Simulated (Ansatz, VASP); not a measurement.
## Ta4N3: VASP beside Ansatz

The input INCAR:

```
SYSTEM = Ta4N3
  ALGO = Normal
  EDIFF = 1E-6
  ENCUT = 520
  GGA = PS
  ISIF = 2
  ISMEAR = 0
  LASPH = .TRUE.
  LCHARG = .TRUE.
  LELF = .TRUE.
  LREAL = .FALSE.
  LVHAR = .TRUE.
  LWAVE = .FALSE.
  NBANDS = 72
  NELM = 80
  PREC = Accurate
  SIGMA = 0.15
```

Contents of KPOINTS:

```
k-points
0
G
  9 9 5
  0 0 0
```

Contents of POSCAR:

```
Ta4N3
1.0
   -4.3571443853      0.0000000000      0.0000000000
    0.0000000000     -4.3571443853      0.0000000000
    0.0000000000      0.0000000000      8.5453519637
Ta N
8 6
Direct
    0.5000000000      0.0000000000      0.0000000000
    0.0000000000      0.5000000000      0.5000000000
    0.0000000000      0.0000000000      0.2607537444
    0.5000000000      0.5000000000      0.7607537444
    0.5000000000      0.0000000000      0.5000000000
    0.0000000000      0.5000000000      0.0000000000
    0.5000000000      0.5000000000      0.2392462556
    1.0000000000      1.0000000000      0.7392462556
    0.5000000000      1.0000000000      0.7500000000
    0.0000000000      0.5000000000      0.2500000000
    0.0000000000      0.0000000000      0.0000000000
    0.5000000000      0.5000000000      0.5000000000
    1.0000000000      0.5000000000      0.7500000000
    0.5000000000      0.0000000000      0.2500000000
```

Input for Ansatz:

```yaml
crystal:
  lattice:
    - [-4.3571443853, 0.0, 0.0]
    - [0.0, -4.3571443853, 0.0]
    - [0.0, 0.0, 8.5453519637]
  atoms:
    - { symbol: Ta, position: [0.5, 0.0, 0.0] }
    - { symbol: Ta, position: [0.0, 0.5, 0.5] }
    - { symbol: Ta, position: [0.0, 0.0, 0.2607537444] }
    - { symbol: Ta, position: [0.5, 0.5, 0.7607537444] }
    - { symbol: Ta, position: [0.5, 0.0, 0.5] }
    - { symbol: Ta, position: [0.0, 0.5, 0.0] }
    - { symbol: Ta, position: [0.5, 0.5, 0.2392462556] }
    - { symbol: Ta, position: [1.0, 1.0, 0.7392462556] }
    - { symbol: "N", position: [0.5, 1.0, 0.75] }
    - { symbol: "N", position: [0.0, 0.5, 0.25] }
    - { symbol: "N", position: [0.0, 0.0, 0.0] }
    - { symbol: "N", position: [0.5, 0.5, 0.5] }
    - { symbol: "N", position: [1.0, 0.5, 0.75] }
    - { symbol: "N", position: [0.5, 0.0, 0.25] }
basis:
  ecutwfc: 420
kpoints:
  mp_grid: { grid: [9, 9, 5] }
hamiltonian:
  xc: pbesol
scf:
  occupations: { method: gaussian, width: 0.15 }
output:
  forces: true
  stress: true
  eigenvalues: true
  write_density: true
  write_potential: true
  elf: true
  volumetric_format: npy
```

Alike in both runs: task single point; functional PBEsol; k mesh 9 × 9 × 5; occupations gaussian, width 0.15 eV; no spin polarisation.

|  | VASP | Ansatz |
| --- | --- | --- |
| version | VASP 6.6.1 | Ansatz 0.2.0 |
| potentials or method | VASP PAW PBE potentials, release 64 (Ta_pv, N), cutoff 520 eV | scalar-relativistic, plane waves, PAW |
| valence electrons in the cell | 118 | 134 |

```tsv
	VASP	Ansatz	Ansatz less VASP
gap on the k mesh at the Fermi level (eV)	none	none	-
pressure (GPa)	0.7	0.0	-0.74
rms of the force components (eV/Å)	0.008	0.002	-0.0057
```

VASP's potentials were made for PBE, not for PBEsol. Atom by atom the forces differ by 0.010 eV/Å (rms over components). A gap of «none» marks a metal or a gap that the smearing closes. VASP's potentials hold 118 valence electrons a cell and Ansatz's 134, so a difference there can come from the potentials and not from the codes.

Spin-orbit coupling is off throughout.
